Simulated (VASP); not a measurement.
# Al (Immm) in VASP: single point with PBE

Aim: the single point of Al with PBE.

Program: VASP 6.6.1. These are calculated values, not measurements. Logs are shortened: lines on timing, memory, paths and dates and some standing lists are left out, and cuts for length are marked.

## (1) The cell of the first run

It takes space group Immm (No. 71, orthorhombic). The conventional cell has a = 2.823 Å, b = 2.895 Å, c = 4.039 Å, α = 90.00°, β = 90.00°, γ = 90.00°. Within 3.7 Å of Al (site symmetry mmm) lie 12 Al at 2.82 to 2.90 Å.

## (2) Single point, PBE

File INCAR:

```
PREC = Accurate
ENCUT = 520
EDIFF = 1E-6
ISMEAR = 0
SIGMA = 0.1
LREAL = False
LASPH = True
NELM = 100
ALGO = Fast
ISIF = 2
LWAVE = False
LCHARG = False
GGA = PE
NBANDS = 8
```

File KPOINTS:

```
regular mesh
0
Gamma
  8 8 8
```

File POSCAR:

```
Al
1.0
   -1.4116204228      1.4476298988      2.0196199900
    1.4116204228     -1.4476298988      2.0196199900
    1.4116204228      1.4476298988     -2.0196199900
Al
1
Direct
    0.0000000000      0.0000000000      0.0000000000
```

Potentials or basis: VASP PAW PBE potentials, release 64 (Al).

Run with:

```bash
> cat potpaw_PBE.64/Al/POTCAR > POTCAR
> mpirun -np 1 vasp_std > vasp.out
```

OUTCAR:

```text
PREC = Accurate
   ENCUT = 520
   EDIFF = 1E-6
   ISMEAR = 0
   LREAL = False
   LASPH = True
   NELM = 100
   ISIF = 2
   GGA = PE

 ion  position               nearest neighbor table
   1  0.000  0.000  0.000-

  LATTYP: Found a body centered orthorhombic cell.
 ALAT       =     2.8232408456
 B/A-ratio  =     1.0255093192
 C/A-ratio  =     1.4307103789

  Lattice vectors:

 A1 = (  -1.4116204228,   1.4476298988,   2.0196199900)
 A2 = (   1.4116204228,  -1.4476298988,   2.0196199900)
 A3 = (   1.4116204228,   1.4476298988,  -2.0196199900)

Analysis of symmetry for initial positions (statically):
=====================================================================
 Subroutine PRICEL returns:
 Original cell was already a primitive cell.

 Routine SETGRP: Setting up the symmetry group for a
 body centered orthorhombic supercell.

 Subroutine GETGRP returns: Found  8 space group operations
 (whereof  8 operations were pure point group operations)
 out of a pool of  8 trial point group operations.

The static configuration has the point symmetry D_2h.

Analysis of symmetry for dynamics (positions and initial velocities):
=====================================================================
 Subroutine PRICEL returns:
 Original cell was already a primitive cell.

 Routine SETGRP: Setting up the symmetry group for a
 body centered orthorhombic supercell.

 Subroutine GETGRP returns: Found  8 space group operations
 (whereof  8 operations were pure point group operations)
 out of a pool of  8 trial point group operations.

The dynamic configuration has the point symmetry D_2h.

 Subroutine INISYM returns: Found  8 space group operations
 (whereof  8 operations are pure point group operations),
 and found     1 'primitive' translations

----------------------------------------------------------------------------------------

                                     Primitive cell

  volume of cell :      16.5084

  direct lattice vectors                    reciprocal lattice vectors
    -1.411620423  1.447629899  2.019619990     0.000000000  0.345392148  0.247571327
     1.411620423 -1.447629899  2.019619990     0.354202866  0.000000000  0.247571327
     1.411620423  1.447629899 -2.019619990     0.354202866  0.345392148  0.000000000

  length of vectors
     2.857826000  2.857826000  2.857826000     0.424955642  0.432147234  0.494727608

  position of ions in fractional coordinates (direct lattice)
     0.000000000  0.000000000  0.000000000

  ion indices of the primitive-cell ions
   primitive index   ion index
                 1           1

----------------------------------------------------------------------------------------

 KPOINTS: regular mesh

Automatic generation of k-mesh.
 Grid dimensions read from file:
 generate k-points for:    8    8    8

 Generating k-lattice:

  Cartesian coordinates                     Fractional coordinates (reciprocal lattice)
     0.000000000  0.043174018  0.030946416     0.125000000  0.000000000  0.000000000
     0.044275358  0.000000000  0.030946416     0.000000000  0.125000000  0.000000000
     0.044275358  0.043174018  0.000000000     0.000000000  0.000000000  0.125000000

  Length of vectors
     0.053119455  0.054018404  0.061840951

  Shift w.r.t. Gamma in fractional coordinates (k-lattice)
     0.000000000  0.000000000  0.000000000

 Subroutine IBZKPT returns following result:
 ===========================================

 Found     95 irreducible k-points:

 Following reciprocal coordinates:
            Coordinates               Weight
  0.000000  0.000000  0.000000      1.000000
  0.125000  0.000000  0.000000      4.000000
  0.250000  0.000000  0.000000      4.000000
  0.375000  0.000000  0.000000      4.000000
  0.500000  0.000000  0.000000      2.000000
  0.000000  0.125000  0.000000      4.000000
[... 16 lines left out ...]
  0.125000  0.375000  0.000000      8.000000
  0.250000  0.375000  0.000000      8.000000
 [... further k-points ...]
   k-points           NKPTS =     95   k-points in BZ     NKDIM =     95   number of bands    NBANDS=      8
   number of dos      NEDOS =    301   number of ions     NIONS =      1
   total plane-waves  NPLWV =  13824
   dimension x,y,z NGX =    24 NGY =   24 NGZ =   24
   dimension x,y,z NGXF=    48 NGYF=   48 NGZF=   48
   ions per type =               1
   NGX,Y,Z   is equivalent  to a cutoff of  13.96, 13.96, 13.96 a.u.
   NGXF,Y,Z  is equivalent  to a cutoff of  27.92, 27.92, 27.92 a.u.
 SYSTEM =  unknown system
   PREC   = accura    normal or accurate (medium, high low for compatibility)
   ISTART =      0    job   : 0-new  1-cont  2-samecut
   ICHARG =      2    charge: 1-file 2-atom 10-const
   ISPIN  =      1    spin polarized calculation?
   LNONCOLLINEAR =      F non collinear calculations
   LSORBIT =      F    spin-orbit coupling
   LASPH  =      T    aspherical Exc in radial PAW
   ENCUT  =  520.0 eV  38.22 Ry    6.18 a.u.   5.31  5.31  5.31*2*pi/ulx,y,z
   NELM   =    100;   NELMIN=  2; NELMDL= -5     # of ELM steps
   EDIFF  = 0.1E-05   stopping-criterion for ELM
   LREAL  =      F    real-space projection
   EDIFFG = 0.1E-04   stopping-criterion for IOM
   NSW    =      0    number of steps for IOM
   IBRION =     -1    ionic relax: 0-MD 1-quasi-New 2-CG
   NFREE  =      0    steps in history (QN), initial steepest desc. (CG)
   ISIF   =      2    stress and relaxation
   ISYM   =      2    0-nonsym 1-usesym 2-fastsym
   POTIM  = 0.5000    time-step for ionic-motion
   TEBEG  =    0.0;   TEEND  =   0.0 temperature during run
   PSTRESS=    0.0 pullay stress
   NELECT =       3.0000    total number of electrons
   NUPDOWN=      -1.0000    fix difference up-down
   EMIN   =  10.00;   EMAX   =-10.00  energy-range for DOS
   EFERMI =   0.00;   METHOD = LEGACY
   ISMEAR =     0;   SIGMA  =   0.10  broadening in eV -4-tet -1-fermi 0-gaus
   EFERMI_NEDOS =   21; number of points for ismear=-14 and -15
   IALGO  =     68    algorithm
   IMIX   =      4    mixing-type and parameters
     AMIX     =   0.40;   BMIX     =  1.00
     AMIX_MAG =   1.60;   BMIX_MAG =  1.00
  volume/ion in A,a.u.               =      16.51       111.40
  Fermi-wavevector in a.u.,A,eV,Ry     =   0.927286  1.752316 11.699088  0.859859
  Thomas-Fermi vector in A             =   2.053339
   LORBIT       =      0    0 simple, 1 ext, 2 COOP (PROOUT), +10 PAW based schemes
   GGA     = PE    functional components
   LHFCALC =     F    Hartree Fock is set to
   AEXX    =    0.0000 exact exchange contribution
   IVDW    =     0    specifies the selected vdW correction
   LEPSILON=     F    determine dielectric tensor
   LRPA    =     F    only Hartree local field effects (RPA)
 non-spin polarized calculation
 RMM-DIIS sequential band-by-band and
 Gauss-broadening in eV      SIGMA  =   0.10
  energy-cutoff  :      520.00
  volume of cell :       16.51
 maximum number of plane-waves:       457
 NGX is ok and might be reduce to    24
   NGX = 11   NGY = 11   NGZ = 11

 number of electron       3.0000000 magnetization

 Free energy of the ion-electron system (eV)
  ---------------------------------------------------
  ext. energy  EPLUGINS =         0.00000000
  ---------------------------------------------------
  free energy    TOTEN  =        -3.74213245 eV

  energy without entropy =       -3.74041238  energy(sigma->0) =       -3.74127241

 E-fermi :   7.9302     XC(G=0): -10.1933

 val. band max:        7.9068384190   @ k =  -0.3750  -0.2500   0.1250
 cond. band min:       7.9957250641   @ k =   0.2500   0.1250   0.1250
 fundamental gap:      0.0888866451
 Fermi energy:         7.9301661626

 k-point     1 :       0.0000    0.0000    0.0000
  band No.  band energies     occupation
      1      -3.1351      2.00000
      2      20.2173      0.00000
      3      20.6035      0.00000
      4      21.0118      0.00000
      5      21.6741      0.00000
      6      22.0165      0.00000
      7      22.5404      0.00000
      8      24.5522      0.00000

 k-point     2 :       0.1250    0.0000    0.0000
  band No.  band energies     occupation
      1      -2.7181      2.00000
      2      16.0126      0.00000
      3      19.5674      0.00000
      4      20.0810      0.00000
      5      22.7463      0.00000
      6      23.4798      0.00000
      7      24.0121      0.00000
      8      25.7018      0.00000

 k-point     3 :       0.2500    0.0000    0.0000
  band No.  band energies     occupation
      1      -1.4741      2.00000
      2      11.2025      0.00000
      3      18.8524      0.00000
      4      19.3034      0.00000
      5      22.4842      0.00000
      6      22.7846      0.00000
      7      22.9349      0.00000
      8      26.5492      0.00000

 k-point     4 :       0.3750    0.0000    0.0000
  band No.  band energies     occupation
      1       0.5760      2.00000
      2       6.9621      2.00000
      3      18.8006      0.00000
      4      19.1821      0.00000
      5      20.7872      0.00000
      6      21.0233      0.00000
      7      22.5941      0.00000
      8      24.8201      0.00000

 k-point     5 :       0.5000    0.0000    0.0000
  band No.  band energies     occupation
      1       3.3397      2.00000
      2       3.4636      2.00000
      3      19.3891      0.00000
      4      19.5041      0.00000
      5      19.7076      0.00000
      6      19.8030      0.00000
      7      23.2879      0.00000
      8      23.4268      0.00000
[... 177 lines left out ...]
 k-point    22 :       0.0000    0.3750    0.0000
  band No.  band energies     occupation
      1       0.7004      2.00000
      2       7.3010      2.00000
      3      18.4311      0.00000
      4      18.8025      0.00000
      5      20.4810      0.00000
      6      20.7563      0.00000
      7      22.2791      0.00000
      8      24.5673      0.00000

 k-point    23 :       0.1250    0.3750    0.0000
  band No.  band energies     occupation
      1       1.9287      2.00000
      2       6.3561      2.00000
      3      14.4407      0.00000
      4      17.9175      0.00000
      5      19.7664      0.00000
      6      21.7117      0.00000
      7      24.5865      0.00000
      8      27.3285      0.00000

 k-point    24 :       0.2500    0.3750    0.0000
  band No.  band energies     occupation
      1       3.9362      2.00000
      2       6.1590      2.00000
      3      10.3511      0.00000
      4      15.8849      0.00000
      5      17.7043      0.00000
      6      25.4009      0.00000
      7      27.4242      0.00000
      8      28.8947      0.00000

 [... further k-points ...]
[... 5 lines left out ...]
  --------------------------------------------------------------------------------------
  -------------------------------------------------------------------------------------
  Total        0.1071012     -0.0244787     -0.0605956      0.0000000      0.0000000      0.0000000
  in kB       10.3944096     -2.3757141     -5.8809413      0.0000000      0.0000000      0.0000000
  external PRESSURE =       0.7125847 kB  Pullay stress =       0.0000000 kB

 VOLUME and BASIS-vectors are now :
 -----------------------------------------------------------------------------
  energy-cutoff  :      520.00
  volume of cell :       16.51
      direct lattice vectors                 reciprocal lattice vectors
    -1.411620423  1.447629899  2.019619990     0.000000000  0.345392148  0.247571327
     1.411620423 -1.447629899  2.019619990     0.354202866  0.000000000  0.247571327
     1.411620423  1.447629899 -2.019619990     0.354202866  0.345392148  0.000000000

 POSITION                                       TOTAL-FORCE (eV/Angst)
 -----------------------------------------------------------------------------------
      0.00000      0.00000      0.00000         0.000000     -0.000000      0.000000
 -----------------------------------------------------------------------------------
    total drift:                                0.000000      0.000000      0.000000

  FREE ENERGIE OF THE ION-ELECTRON SYSTEM (eV)
  ---------------------------------------------------
  free  energy   TOTEN  =        -3.7421324476 eV

  energy  without entropy=       -3.7404123786  energy(sigma->0) =       -3.74127241
```

It took 5.8 s on 1 thread of Intel Xeon Platinum 8488C (Sapphire Rapids), shared host; peak memory 0.13 GiB.

What came out:

| Property | Result |
| --- | --- |
| Free energy | -3.7421 eV |
| Pressure | 0.1 GPa |

Stress tensor (GPa, compression positive):
```
 1.04  0.00  0.00
 0.00 -0.24  0.00
 0.00  0.00 -0.59
```

Caveat: the k points lie up to 0.39 Å⁻¹ apart.
